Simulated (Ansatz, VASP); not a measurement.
One calculation of Be3N2, two programs

The input INCAR:

```
SYSTEM = Be3N2
ALGO = Normal ; EDIFF = 1E-6
ENCUT = 520 ; GGA = CA
ISIF = 2 ; ISMEAR = 0
LASPH = .True. ; LCHARG = .False.
LREAL = .False. ; LWAVE = .False.
NBANDS = 16 ; NELM = 80
PREC = Accurate ; SIGMA = 0.1
```

File KPOINTS:

```
k-points
0
Gamma
  9 9 9
  0 0 0
```

POSCAR

```
Be3N2
1.0
    1.4198050555      0.8197248310      4.8662156628
   -1.4198050555      0.8197248310      4.8662156628
    0.0000000000     -1.6394496620      4.8662156628
Be N
3 2
Direct
    0.8590010800      0.8590010800      0.8590010800
    0.3176945600      0.3176945600      0.3176945600
    0.0888067700      0.0888067700      0.0888067700
    0.2041626800      0.2041626800      0.2041626800
    0.7084349100      0.7084349100      0.7084349100
```

Input for Ansatz:

```yaml
crystal:
  lattice:
    - [1.4198050555, 0.819724831, 4.8662156628]
    - [-1.4198050555, 0.819724831, 4.8662156628]
    - [0.0, -1.639449662, 4.8662156628]
  atoms:
    - { symbol: Be, position: [0.85900108, 0.85900108, 0.85900108] }
    - { symbol: Be, position: [0.31769456, 0.31769456, 0.31769456] }
    - { symbol: Be, position: [0.08880677, 0.08880677, 0.08880677] }
    - { symbol: "N", position: [0.20416268, 0.20416268, 0.20416268] }
    - { symbol: "N", position: [0.70843491, 0.70843491, 0.70843491] }
basis:
  ecutwfc: 420
kpoints:
  mp_grid: { grid: [9, 9, 9] }
hamiltonian:
  xc: lda
scf:
  occupations: { method: gaussian, width: 0.1 }
output:
  forces: true
  stress: true
  eigenvalues: true
```

Alike in both runs: task single point; functional LDA; k mesh 9 × 9 × 9; occupations gaussian, width 0.1 eV; no spin polarisation.

|  | VASP | Ansatz |
| --- | --- | --- |
| version | VASP 6.6.1 | Ansatz 0.2.0 |
| potentials or method | VASP PAW LDA potentials, release 64 (Be, N), cutoff 520 eV | scalar-relativistic, plane waves, PAW |
| valence electrons in the cell | 16 | 16 |

|  | VASP | Ansatz | Ansatz less VASP |
| --- | --- | --- | --- |
| gap on the k mesh at the Fermi level (eV) | 2.88 | 2.89 | +0.011 |
| least direct gap on the mesh (eV) | 4.03 | 4.04 | +0.009 |
| pressure (GPa) | -7.0 | -7.5 | -0.51 |
| traceless stress, the component that is largest in VASP (GPa) | -0.09 | -0.03 | +0.063 |
| rms of the force components (eV/Å) | 0.024 | 0.022 | -0.0017 |

LDA's correlation is that of Perdew and Zunger in VASP and of Perdew and Wang (1992) in Ansatz. Atom by atom the forces differ by 0.004 eV/Å (rms over components).
